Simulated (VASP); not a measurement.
# SnTe (F-43m) in VASP: further runs, part 2 of 2

VASP 6.6.1. The steps go on from the part before.

## 5. Single point, LDA

This run uses another cell than the first one, of 50.86 Å³/atom, 1.174 times its volume.

Input file INCAR:

```
PREC = Accurate ; ENCUT = 520
EDIFF = 1E-6 ; ISMEAR = -1
SIGMA = 0.05 ; LREAL = False
LASPH = True ; NELM = 60
ALGO = Normal ; ISIF = 2
LWAVE = False ; LCHARG = False
GGA = CA ; NBANDS = 17
```

Input file KPOINTS:

```
Automatic mesh
0
Gamma
  6 6 6
```

Input file POSCAR:

```
SnTe
1.0
    0.0000000000      3.7049836800      3.7049836800
    3.7049836800      0.0000000000      3.7049836800
    3.7049836800      3.7049836800      0.0000000000
Sn Te
1 1
Direct
    0.0000000000      0.0000000000      0.0000000000
    0.7500000000      0.7500000000      0.7500000000
```

Potentials or basis: VASP PAW LDA potentials, release 64 (Sn_d, Te).

On the command line:

```sh
$ cat potpaw_LDA.64/Sn_d/POTCAR potpaw_LDA.64/Te/POTCAR > POTCAR
$ mpirun -np 1 vasp_std > vasp.out
```

OUTCAR:

```text
PREC = Accurate
   ENCUT = 520
   EDIFF = 1E-6
   ISMEAR = -1
   LREAL = False
   LASPH = True
   NELM = 60
   ISIF = 2
   GGA = CA

 ion  position               nearest neighbor table
   1  0.000  0.000  0.000-   2 3.21   2 3.21   2 3.21   2 3.21
   2  0.750  0.750  0.750-   1 3.21   1 3.21   1 3.21   1 3.21

  LATTYP: Found a face centered cubic cell.
 ALAT       =     7.4099673600

  Lattice vectors:

 A1 = (   0.0000000000,   3.7049836800,   3.7049836800)
 A2 = (   3.7049836800,   0.0000000000,   3.7049836800)
 A3 = (   3.7049836800,   3.7049836800,   0.0000000000)

Analysis of symmetry for initial positions (statically):
=====================================================================
 Subroutine PRICEL returns:
 Original cell was already a primitive cell.

 Routine SETGRP: Setting up the symmetry group for a
 face centered cubic supercell.

 Subroutine GETGRP returns: Found 24 space group operations
 (whereof 24 operations were pure point group operations)
 out of a pool of 48 trial point group operations.

The static configuration has the point symmetry T_d .

Analysis of symmetry for dynamics (positions and initial velocities):
=====================================================================
 Subroutine PRICEL returns:
 Original cell was already a primitive cell.

 Routine SETGRP: Setting up the symmetry group for a
 face centered cubic supercell.

 Subroutine GETGRP returns: Found 24 space group operations
 (whereof 24 operations were pure point group operations)
 out of a pool of 48 trial point group operations.

The dynamic configuration has the point symmetry T_d .

 Subroutine INISYM returns: Found 24 space group operations
 (whereof 24 operations are pure point group operations),
 and found     1 'primitive' translations

----------------------------------------------------------------------------------------

                                     Primitive cell

  volume of cell :     101.7159

  direct lattice vectors                    reciprocal lattice vectors
     0.000000000  3.704983680  3.704983680    -0.134953361  0.134953361  0.134953361
     3.704983680  0.000000000  3.704983680     0.134953361 -0.134953361  0.134953361
     3.704983680  3.704983680  0.000000000     0.134953361  0.134953361 -0.134953361

  length of vectors
     5.239638169  5.239638169  5.239638169     0.233746078  0.233746078  0.233746078

  position of ions in fractional coordinates (direct lattice)
     0.000000000  0.000000000  0.000000000
     0.750000000  0.750000000  0.750000000

  ion indices of the primitive-cell ions
   primitive index   ion index
                 1           1
                 2           2

----------------------------------------------------------------------------------------

 KPOINTS: Automatic mesh

Automatic generation of k-mesh.
 Grid dimensions read from file:
 generate k-points for:    6    6    6

 Generating k-lattice:

  Cartesian coordinates                     Fractional coordinates (reciprocal lattice)
    -0.022492227  0.022492227  0.022492227     0.166666667  0.000000000  0.000000000
     0.022492227 -0.022492227  0.022492227     0.000000000  0.166666667  0.000000000
     0.022492227  0.022492227 -0.022492227     0.000000000  0.000000000  0.166666667

  Length of vectors
     0.038957680  0.038957680  0.038957680

  Shift w.r.t. Gamma in fractional coordinates (k-lattice)
     0.000000000  0.000000000  0.000000000

 Subroutine IBZKPT returns following result:
 ===========================================

 Found     16 irreducible k-points:

 Following reciprocal coordinates:
            Coordinates               Weight
  0.000000  0.000000  0.000000      1.000000
  0.166667  0.000000  0.000000      8.000000
  0.333333  0.000000  0.000000      8.000000
  0.500000  0.000000  0.000000      4.000000
  0.166667  0.166667  0.000000      6.000000
  0.333333  0.166667  0.000000     24.000000
[... 8 lines left out ...]
 -0.333333  0.333333  0.166667     24.000000
 -0.333333  0.500000  0.166667     12.000000
   k-points           NKPTS =     16   k-points in BZ     NKDIM =     16   number of bands    NBANDS=     17
   number of dos      NEDOS =    301   number of ions     NIONS =      2
   total plane-waves  NPLWV =  64000
   dimension x,y,z NGX =    40 NGY =   40 NGZ =   40
   dimension x,y,z NGXF=    80 NGYF=   80 NGZF=   80
   ions per type =               1   1
   NGX,Y,Z   is equivalent  to a cutoff of  12.69, 12.69, 12.69 a.u.
   NGXF,Y,Z  is equivalent  to a cutoff of  25.38, 25.38, 25.38 a.u.
 SYSTEM =  unknown system
   PREC   = accura    normal or accurate (medium, high low for compatibility)
   ISTART =      0    job   : 0-new  1-cont  2-samecut
   ICHARG =      2    charge: 1-file 2-atom 10-const
   ISPIN  =      1    spin polarized calculation?
   LNONCOLLINEAR =      F non collinear calculations
   LSORBIT =      F    spin-orbit coupling
   LASPH  =      T    aspherical Exc in radial PAW
   ENCUT  =  520.0 eV  38.22 Ry    6.18 a.u.   9.74  9.74  9.74*2*pi/ulx,y,z
   NELM   =     60;   NELMIN=  2; NELMDL= -5     # of ELM steps
   EDIFF  = 0.1E-05   stopping-criterion for ELM
   LREAL  =      F    real-space projection
   EDIFFG = 0.1E-04   stopping-criterion for IOM
   NSW    =      0    number of steps for IOM
   IBRION =     -1    ionic relax: 0-MD 1-quasi-New 2-CG
   NFREE  =      0    steps in history (QN), initial steepest desc. (CG)
   ISIF   =      2    stress and relaxation
   ISYM   =      2    0-nonsym 1-usesym 2-fastsym
   POTIM  = 0.5000    time-step for ionic-motion
   TEBEG  =    0.0;   TEEND  =   0.0 temperature during run
   PSTRESS=    0.0 pullay stress
   NELECT =      20.0000    total number of electrons
   NUPDOWN=      -1.0000    fix difference up-down
   EMIN   =  10.00;   EMAX   =-10.00  energy-range for DOS
   EFERMI =   0.00;   METHOD = LEGACY
   ISMEAR =    -1;   SIGMA  =   0.05  broadening in eV -4-tet -1-fermi 0-gaus
   EFERMI_NEDOS =   21; number of points for ismear=-14 and -15
   IALGO  =     38    algorithm
   IMIX   =      4    mixing-type and parameters
     AMIX     =   0.40;   BMIX     =  1.00
     AMIX_MAG =   1.60;   BMIX_MAG =  1.00
  volume/ion in A,a.u.               =      50.86       343.21
  Fermi-wavevector in a.u.,A,eV,Ry     =   0.951967  1.798957 12.330158  0.906241
  Thomas-Fermi vector in A             =   2.080486
   LORBIT       =      0    0 simple, 1 ext, 2 COOP (PROOUT), +10 PAW based schemes
   GGA     = CA    functional components
   LHFCALC =     F    Hartree Fock is set to
   AEXX    =    0.0000 exact exchange contribution
   IVDW    =     0    specifies the selected vdW correction
   LEPSILON=     F    determine dielectric tensor
   LRPA    =     F    only Hartree local field effects (RPA)
 non-spin polarized calculation
  energy-cutoff  :      520.00
  volume of cell :      101.72
 maximum number of plane-waves:      2764
   NGX = 19   NGY = 19   NGZ = 19

 number of electron      20.0000005 magnetization

 Free energy of the ion-electron system (eV)
  ---------------------------------------------------
  ext. energy  EPLUGINS =         0.00000000
  ---------------------------------------------------
  free energy    TOTEN  =        -7.86130999 eV

  energy without entropy =       -7.86043960  energy(sigma->0) =       -7.86087479

 E-fermi :   2.2659     XC(G=0):  -7.5138

 val. band max:        2.0581935795   @ k =  -0.3333   0.5000   0.1667
 cond. band min:       2.4132065099   @ k =   0.5000   0.5000   0.0000
 fundamental gap:      0.3550129303
 Fermi energy:         2.2658583825

 k-point     1 :       0.0000    0.0000    0.0000
  band No.  band energies     occupation
      1     -19.4316      2.00000
      2     -19.4316      2.00000
      3     -19.4316      2.00000
      4     -19.4252      2.00000
      5     -19.4252      2.00000
      6      -8.9062      2.00000
[... 9 lines left out ...]
     16       8.7199      0.00000
     17       9.7449      0.00000
[... 281 lines left out ...]
 k-point    16 :      -0.3333    0.5000    0.1667
  band No.  band energies     occupation
      1     -19.4332      2.00000
      2     -19.4303      2.00000
      3     -19.4297      2.00000
      4     -19.4255      2.00000
      5     -19.4248      2.00000
      6      -8.2796      2.00000
[... 9 lines left out ...]
     16      10.0058      0.00000
     17      10.0181      0.00000

------------------------ aborting loop because EDIFF is reached ----------------------------------------

  FORCE on cell =-STRESS in cart. coord.  units (eV):
  Direction    XX          YY          ZZ          XY          YZ          ZX
  --------------------------------------------------------------------------------------
  -------------------------------------------------------------------------------------
  Total       -2.2078621     -2.2078621     -2.2078621      0.0000000     -0.0000000      0.0000000
  in kB      -34.7771215    -34.7771215    -34.7771215      0.0000000     -0.0000000      0.0000000
  external PRESSURE =     -34.7771215 kB  Pullay stress =       0.0000000 kB

 VOLUME and BASIS-vectors are now :
 -----------------------------------------------------------------------------
  energy-cutoff  :      520.00
  volume of cell :      101.72
      direct lattice vectors                 reciprocal lattice vectors
     0.000000000  3.704983680  3.704983680    -0.134953361  0.134953361  0.134953361
     3.704983680  0.000000000  3.704983680     0.134953361 -0.134953361  0.134953361
     3.704983680  3.704983680  0.000000000     0.134953361  0.134953361 -0.134953361

 POSITION                                       TOTAL-FORCE (eV/Angst)
 -----------------------------------------------------------------------------------
      0.00000      0.00000      0.00000         0.000000      0.000000      0.000000
      5.55748      5.55748      5.55748        -0.000000     -0.000000     -0.000000
 -----------------------------------------------------------------------------------
    total drift:                                0.000000      0.000000      0.000000

  FREE ENERGIE OF THE ION-ELECTRON SYSTEM (eV)
  ---------------------------------------------------
  free  energy   TOTEN  =        -7.8613099873 eV

  energy  without entropy=       -7.8604395998  energy(sigma->0) =       -7.86087479
```

stdout:

```text
POSCAR found type information on POSCAR SnTe
 POSCAR found :  2 types and       2 ions
 scaLAPACK will be used
 LDA part: xc-table for (Slater(with rela. corr.)+CA(PZ))
 , standard interpolation
 POSCAR, INCAR and KPOINTS ok, starting setup
 FFT: planning ... GRIDC
 FFT: planning ... GRID_SOFT
 FFT: planning ... GRID
 WAVECAR not read
 entering main loop
```

Wall time 35 s (1 thread of Intel Xeon 8259CL, shared host); peak memory 0.2 GiB.

Results:

```
Free energy            : -7.8613 eV
Pressure               : -3.5 GPa
Band gap on the k mesh : 0.35 eV, indirect (least direct gap 0.80 eV)
```

Levels at points of the mesh, in eV from the valence-band top:
```
           k point  band 7  band 8  band 9  band 10  band 11  band 12  band 13  band 14
(0.00, 0.00, 0.00)   -5.26   -1.50   -1.50    -1.50     1.24     1.24     1.24     4.11
(0.50, 0.00, 0.00)   -6.66   -1.99   -1.99    -1.76     1.99     1.99     3.25     5.71
(0.50, 0.50, 0.00)   -6.98   -2.59   -2.59    -0.44     0.35     3.77     3.77     5.41
```

Caveat: spin-orbit coupling is left out, which moves the levels of the heavy elements. A k mesh can miss the band edges.

## 6. Overview

```tsv
cell	gap on the mesh (eV)	pressure (GPa)
a = 4.967 Å, angles 60.0°, 2 atoms	none	-0.2
a = 5.038 Å, angles 60.0°, 2 atoms	0.10	-1.3
a = 5.174 Å, angles 60.0°, 2 atoms	0.28	-2.9
a = 5.240 Å, angles 60.0°, 2 atoms	0.35	-3.5
```

Alike in all rows: task single point; level LDA; potentials or basis VASP PAW LDA potentials, release 64 (Sn_d, Te); no spin polarisation; k mesh 6 × 6 × 6; cutoff (eV) 520; smearing fermi-dirac 0.05 eV.

Caveats: spin-orbit coupling is left out, which moves the levels of the heavy elements.

Total energies depend on the potentials used, so only differences within one code and one set of settings carry meaning.
